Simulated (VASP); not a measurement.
# InSe (C2/m) in VASP: single point with PBE

Aim: the single point of InSe with PBE.

All numbers are computed with VASP 6.6.1; they aren't measurements. Logs are shortened: lines on timing, memory, paths and dates and some standing lists are left out, and cuts for length are marked.

**1. The cell of the first run**

It takes space group C2/m (No. 12, monoclinic). The conventional cell has a = 11.450 Å, b = 4.121 Å, c = 5.819 Å, α = 90.00°, β = 107.97°, γ = 90.00°. Within 3.7 Å of In (site symmetry m) lie 3 Se at 2.69 to 2.72 Å and 3 In at 2.82 to 3.66 Å. Se (site symmetry m) has 3 In at 2.69 to 2.72 Å within 3.6 Å.

**2. Single point, PBE**

File INCAR:

```
SYSTEM = InSe
PREC     = Accurate       ! precision mode
ENCUT    = 520            ! plane-wave cutoff, eV
EDIFF    = 1E-6           ! SCF threshold, eV
ISMEAR   = 0              ! smearing method
SIGMA    = 0.05           ! smearing width, eV
LREAL    = .False.        ! projectors in reciprocal space
LASPH    = .True.         ! aspherical terms in the spheres
NELM     = 100            ! most SCF steps
ALGO     = Normal         ! electronic algorithm
ISIF     = 2              ! what is computed and relaxed
LWAVE    = .False.        ! write WAVECAR
LCHARG   = .False.        ! write CHGCAR
GGA      = PE             ! functional
NBANDS   = 27             ! bands
```

File KPOINTS:

```
Automatic mesh
0
Gamma
  10 10 12
  0 0 0
```

File POSCAR:

```
InSe
1.0
    5.7234069358     -2.0606228754     -0.1379287220
    5.7234069358      2.0606228754     -0.1379287220
   -1.6616597795      0.0000000000      5.5770549408
In Se
2 2
Direct
    0.8877905660      0.8877905660      0.0533523167
    0.1122094340      0.1122094340      0.9466476833
    0.6671007588      0.6671007588      0.7002041545
    0.3328992412      0.3328992412      0.2997958455
```

Potentials or basis: VASP PAW PBE potentials, release 64 (In_d, Se).

Run with:

```
> cat potpaw_PBE.64/In_d/POTCAR potpaw_PBE.64/Se/POTCAR > POTCAR
> mpirun -np 1 vasp_std > vasp.out
```

OUTCAR:

```text
SYSTEM = InSe
   PREC = Accurate
   ENCUT = 520
   EDIFF = 1E-6
   ISMEAR = 0
   LREAL = .False.
   LASPH = .True.
   NELM = 100
   ISIF = 2
   GGA = PE

 ion  position               nearest neighbor table
   1  0.888  0.888  0.053-   4 2.69   4 2.69   3 2.72   2 2.82   2 3.66   2 3.66
   2  0.112  0.112  0.947-   3 2.69   3 2.69   4 2.72   1 2.82   1 3.66   1 3.66
   3  0.667  0.667  0.700-   2 2.69   2 2.69   1 2.72
   4  0.333  0.333  0.300-   1 2.69   1 2.69   2 2.72

  LATTYP: Found a base centered monoclinic cell.
 ALAT       =    11.4501373416
 B/A-ratio  =     0.3599298094
 C/A-ratio  =     0.5082327324
 COS(beta)  =    -0.3085473454

  Lattice vectors:

 A1 = (   5.7234069358,  -2.0606228754,  -0.1379287220)
 A2 = (   5.7234069358,   2.0606228754,  -0.1379287220)
 A3 = (  -1.6616597795,   0.0000000000,   5.5770549408)

Analysis of symmetry for initial positions (statically):
=====================================================================
 Subroutine PRICEL returns:
 Original cell was already a primitive cell.

 Routine SETGRP: Setting up the symmetry group for a
 base centered monoclinic supercell.

 Subroutine GETGRP returns: Found  4 space group operations
 (whereof  4 operations were pure point group operations)
 out of a pool of  4 trial point group operations.

The static configuration has the point symmetry C_2h.

Analysis of symmetry for dynamics (positions and initial velocities):
=====================================================================
 Subroutine PRICEL returns:
 Original cell was already a primitive cell.

 Routine SETGRP: Setting up the symmetry group for a
 base centered monoclinic supercell.

 Subroutine GETGRP returns: Found  4 space group operations
 (whereof  4 operations were pure point group operations)
 out of a pool of  4 trial point group operations.

The dynamic configuration has the point symmetry C_2h.

 Subroutine INISYM returns: Found  4 space group operations
 (whereof  4 operations are pure point group operations),
 and found     1 'primitive' translations

----------------------------------------------------------------------------------------

                                     Primitive cell

  volume of cell :     130.6046

  direct lattice vectors                    reciprocal lattice vectors
     5.723406936 -2.060622875 -0.137928722     0.087992358 -0.242645079  0.026216948
     5.723406936  2.060622875 -0.137928722     0.087992358  0.242645079  0.026216948
    -1.661659780  0.000000000  5.577054941     0.004352359  0.000000000  0.180602872

  length of vectors
     6.084618141  6.084618141  5.819334587     0.259435190  0.259435190  0.180655308

  position of ions in fractional coordinates (direct lattice)
     0.887790566  0.887790566  0.053352317
     0.112209434  0.112209434  0.946647683
     0.667100759  0.667100759  0.700204154
     0.332899241  0.332899241  0.299795846

  ion indices of the primitive-cell ions
   primitive index   ion index
                 1           1
                 2           2
                 3           3
                 4           4

----------------------------------------------------------------------------------------

 KPOINTS: Automatic mesh

Automatic generation of k-mesh.
 Grid dimensions read from file:
 generate k-points for:   10   10   12

 Generating k-lattice:

  Cartesian coordinates                     Fractional coordinates (reciprocal lattice)
     0.008799236 -0.024264508  0.002621695     0.100000000 -0.000000000  0.000000000
     0.008799236  0.024264508  0.002621695    -0.000000000  0.100000000  0.000000000
     0.000362697  0.000000000  0.015050239     0.000000000  0.000000000  0.083333333

  Length of vectors
     0.025943519  0.025943519  0.015054609

  Shift w.r.t. Gamma in fractional coordinates (k-lattice)
     0.000000000  0.000000000  0.000000000

 Subroutine IBZKPT returns following result:
 ===========================================

 Found    337 irreducible k-points:

 Following reciprocal coordinates:
            Coordinates               Weight
  0.000000  0.000000  0.000000      1.000000
  0.100000 -0.000000  0.000000      4.000000
  0.200000 -0.000000  0.000000      4.000000
  0.300000 -0.000000  0.000000      4.000000
  0.400000 -0.000000  0.000000      4.000000
  0.500000 -0.000000 -0.000000      2.000000
[... 16 lines left out ...]
  0.300000  0.300000 -0.000000      2.000000
  0.400000  0.300000 -0.000000      4.000000
 [... further k-points ...]
   k-points           NKPTS =    337   k-points in BZ     NKDIM =    337   number of bands    NBANDS=     27
   number of dos      NEDOS =    301   number of ions     NIONS =      4
   total plane-waves  NPLWV = 110592
   dimension x,y,z NGX =    48 NGY =   48 NGZ =   48
   dimension x,y,z NGXF=    96 NGYF=   96 NGZF=   96
   ions per type =               2   2
   NGX,Y,Z   is equivalent  to a cutoff of  13.11, 13.11, 13.71 a.u.
   NGXF,Y,Z  is equivalent  to a cutoff of  26.23, 26.23, 27.43 a.u.
 SYSTEM =  InSe
   PREC   = accura    normal or accurate (medium, high low for compatibility)
   ISTART =      0    job   : 0-new  1-cont  2-samecut
   ICHARG =      2    charge: 1-file 2-atom 10-const
   ISPIN  =      1    spin polarized calculation?
   LNONCOLLINEAR =      F non collinear calculations
   LSORBIT =      F    spin-orbit coupling
   LASPH  =      T    aspherical Exc in radial PAW
   ENCUT  =  520.0 eV  38.22 Ry    6.18 a.u.  11.31 11.31 10.82*2*pi/ulx,y,z
   NELM   =    100;   NELMIN=  2; NELMDL= -5     # of ELM steps
   EDIFF  = 0.1E-05   stopping-criterion for ELM
   LREAL  =      F    real-space projection
   EDIFFG = 0.1E-04   stopping-criterion for IOM
   NSW    =      0    number of steps for IOM
   IBRION =     -1    ionic relax: 0-MD 1-quasi-New 2-CG
   NFREE  =      0    steps in history (QN), initial steepest desc. (CG)
   ISIF   =      2    stress and relaxation
   ISYM   =      2    0-nonsym 1-usesym 2-fastsym
   POTIM  = 0.5000    time-step for ionic-motion
   TEBEG  =    0.0;   TEEND  =   0.0 temperature during run
   PSTRESS=    0.0 pullay stress
   NELECT =      38.0000    total number of electrons
   NUPDOWN=      -1.0000    fix difference up-down
   EMIN   =  10.00;   EMAX   =-10.00  energy-range for DOS
   EFERMI =   0.00;   METHOD = LEGACY
   ISMEAR =     0;   SIGMA  =   0.05  broadening in eV -4-tet -1-fermi 0-gaus
   EFERMI_NEDOS =   21; number of points for ismear=-14 and -15
   IALGO  =     38    algorithm
   IMIX   =      4    mixing-type and parameters
     AMIX     =   0.40;   BMIX     =  1.00
     AMIX_MAG =   1.60;   BMIX_MAG =  1.00
  volume/ion in A,a.u.               =      32.65       220.34
  Fermi-wavevector in a.u.,A,eV,Ry     =   1.084800  2.049976 16.011228  1.176792
  Thomas-Fermi vector in A             =   2.220899
   LORBIT       =      0    0 simple, 1 ext, 2 COOP (PROOUT), +10 PAW based schemes
   GGA     = PE    functional components
   LHFCALC =     F    Hartree Fock is set to
   AEXX    =    0.0000 exact exchange contribution
   IVDW    =     0    specifies the selected vdW correction
   LEPSILON=     F    determine dielectric tensor
   LRPA    =     F    only Hartree local field effects (RPA)
 non-spin polarized calculation
 Gauss-broadening in eV      SIGMA  =   0.05
  energy-cutoff  :      520.00
  volume of cell :      130.60
 maximum number of plane-waves:      3540
 NGX is ok and might be reduce to    48
   NGX = 23   NGY = 23   NGZ = 21

 number of electron      37.9999996 magnetization

 Free energy of the ion-electron system (eV)
  ---------------------------------------------------
  ext. energy  EPLUGINS =         0.00000000
  ---------------------------------------------------
  free energy    TOTEN  =       -14.08648266 eV

  energy without entropy =      -14.08648266  energy(sigma->0) =      -14.08648266

 E-fermi :   3.1929     XC(G=0):  -8.3442

 val. band max:        2.9374854287   @ k =   0.5000   0.5000  -0.0000
 cond. band min:       4.0180976965   @ k =  -0.4000  -0.4000   0.1667
 fundamental gap:      1.0806122678
 Fermi energy:         3.1929445284

 k-point     1 :       0.0000    0.0000    0.0000
  band No.  band energies     occupation
      1     -11.6535      2.00000
      2     -11.5493      2.00000
      3     -11.3883      2.00000
      4     -11.3486      2.00000
      5     -11.3157      2.00000
      6     -11.3150      2.00000
[... 19 lines left out ...]
     26       9.2514      0.00000
     27      10.3717      0.00000

 k-point     2 :       0.1000   -0.0000    0.0000
  band No.  band energies     occupation
      1     -11.6515      2.00000
      2     -11.5490      2.00000
      3     -11.4187      2.00000
      4     -11.3410      2.00000
      5     -11.3257      2.00000
      6     -11.3077      2.00000
[... 19 lines left out ...]
     26       9.1394      0.00000
     27      10.6063      0.00000

 k-point     3 :       0.2000   -0.0000    0.0000
  band No.  band energies     occupation
      1     -11.6478      2.00000
      2     -11.5480      2.00000
      3     -11.4782      2.00000
      4     -11.3439      2.00000
      5     -11.3270      2.00000
      6     -11.2995      2.00000
[... 19 lines left out ...]
     26       9.2216      0.00000
     27      10.3451      0.00000

 k-point     4 :       0.3000   -0.0000    0.0000
  band No.  band energies     occupation
      1     -11.6493      2.00000
      2     -11.5467      2.00000
      3     -11.5298      2.00000
      4     -11.3644      2.00000
      5     -11.3168      2.00000
      6     -11.3070      2.00000
[... 19 lines left out ...]
     26       9.8700      0.00000
     27      10.4164      0.00000

 k-point     5 :       0.4000   -0.0000    0.0000
  band No.  band energies     occupation
      1     -11.6600      2.00000
      2     -11.5547      2.00000
      3     -11.5452      2.00000
      4     -11.3817      2.00000
      5     -11.3198      2.00000
      6     -11.3122      2.00000
[... 19 lines left out ...]
     26       9.5127      0.00000
     27      10.4773      0.00000

 k-point     6 :       0.5000   -0.0000   -0.0000
  band No.  band energies     occupation
      1     -11.6669      2.00000
      2     -11.5599      2.00000
      3     -11.5447      2.00000
      4     -11.3883      2.00000
      5     -11.3243      2.00000
      6     -11.3117      2.00000
[... 444 lines left out ...]
      1     -11.6491      2.00000
      2     -11.5922      2.00000
      3     -11.5444      2.00000
      4     -11.3785      2.00000
      5     -11.3246      2.00000
      6     -11.3015      2.00000
[... 19 lines left out ...]
     26       9.6238      0.00000
     27      10.0090      0.00000

 k-point    22 :      -0.2000    0.2000    0.0000
  band No.  band energies     occupation
      1     -11.6250      2.00000
      2     -11.6111      2.00000
      3     -11.5440      2.00000
      4     -11.3679      2.00000
      5     -11.3106      2.00000
      6     -11.2985      2.00000
[... 19 lines left out ...]
     26      10.1304      0.00000
     27      10.2216      0.00000

 k-point    23 :       0.3000    0.3000   -0.0000
  band No.  band energies     occupation
      1     -11.6248      2.00000
      2     -11.5559      2.00000
      3     -11.4283      2.00000
      4     -11.3731      2.00000
      5     -11.3305      2.00000
      6     -11.3264      2.00000
[... 19 lines left out ...]
     26       9.2243      0.00000
     27      10.2884      0.00000

 k-point    24 :       0.4000    0.3000   -0.0000
  band No.  band energies     occupation
      1     -11.6237      2.00000
      2     -11.5538      2.00000
      3     -11.4325      2.00000
      4     -11.3917      2.00000
      5     -11.3489      2.00000
      6     -11.3138      2.00000
[... 19 lines left out ...]
     26       9.0518      0.00000
     27      10.2668      0.00000

 [... further k-points ...]

------------------------ aborting loop because EDIFF is reached ----------------------------------------

  FORCE on cell =-STRESS in cart. coord.  units (eV):
  Direction    XX          YY          ZZ          XY          YZ          ZX
  --------------------------------------------------------------------------------------
  -------------------------------------------------------------------------------------
  Total        0.0381346      0.0288078      0.0262889      0.0000000      0.0000000     -0.0008493
  in kB        0.4678115      0.3533960      0.3224967      0.0000000      0.0000000     -0.0104193
  external PRESSURE =       0.3812347 kB  Pullay stress =       0.0000000 kB

 VOLUME and BASIS-vectors are now :
 -----------------------------------------------------------------------------
  energy-cutoff  :      520.00
  volume of cell :      130.60
      direct lattice vectors                 reciprocal lattice vectors
     5.723406936 -2.060622875 -0.137928722     0.087992358 -0.242645079  0.026216948
     5.723406936  2.060622875 -0.137928722     0.087992358  0.242645079  0.026216948
    -1.661659780  0.000000000  5.577054941     0.004352359  0.000000000  0.180602872

 POSITION                                       TOTAL-FORCE (eV/Angst)
 -----------------------------------------------------------------------------------
     10.07372      0.00000      0.05265         0.016603      0.000000     -0.001904
     -0.28857      0.00000      5.24855        -0.016603      0.000000      0.001904
      6.47268      0.00000      3.72105         0.001579      0.000000     -0.009898
      3.31248      0.00000      1.58015        -0.001579      0.000000      0.009898
 -----------------------------------------------------------------------------------
    total drift:                                0.000000      0.000000     -0.000000

  FREE ENERGIE OF THE ION-ELECTRON SYSTEM (eV)
  ---------------------------------------------------
  free  energy   TOTEN  =       -14.0864826599 eV

  energy  without entropy=      -14.0864826599  energy(sigma->0) =      -14.08648266
```

Run time: 26 min. Hardware: 1 thread of Oxide Virtual Turin-like, shared host; peak memory 1 GiB.

Results:

```
Free energy            : -14.0865 eV
Pressure               : 0.0 GPa
Largest force          : 0.017 eV/Å
Band gap on the k mesh : 1.08 eV (least direct gap 1.16 eV)
```

Forces on the atoms (eV/Å):
```
In   0.017  0.000 -0.002
In  -0.017  0.000  0.002
Se   0.002  0.000 -0.010
Se  -0.002  0.000  0.010
```

Levels at points of the mesh, in eV from the valence-band top:
```csv
k point,band 16,band 17,band 18,band 19,band 20,band 21,band 22,band 23
"(0.00, 0.00, 0.00)",-1.98,-1.90,-1.14,-1.12,2.06,2.47,3.17,4.51
"(0.50, 0.00, 0.00)",-2.43,-2.13,-1.92,-1.18,1.52,2.33,3.76,3.80
"(0.50, 0.50, 0.00)",-2.17,-1.44,-0.89,0.00,1.49,2.49,3.76,3.84
"(0.00, 0.00, 0.50)",-1.84,-1.54,-1.14,-0.90,1.09,1.73,3.44,4.10
"(0.50, 0.00, 0.50)",-2.74,-2.06,-1.94,-1.23,2.29,2.87,3.65,4.40
"(0.50, 0.50, 0.50)",-1.87,-1.24,-1.10,-0.29,1.85,2.67,3.70,4.91
```

Caveat: spin-orbit coupling is left out, which moves the levels of the heavy elements. A k mesh can miss the band edges.
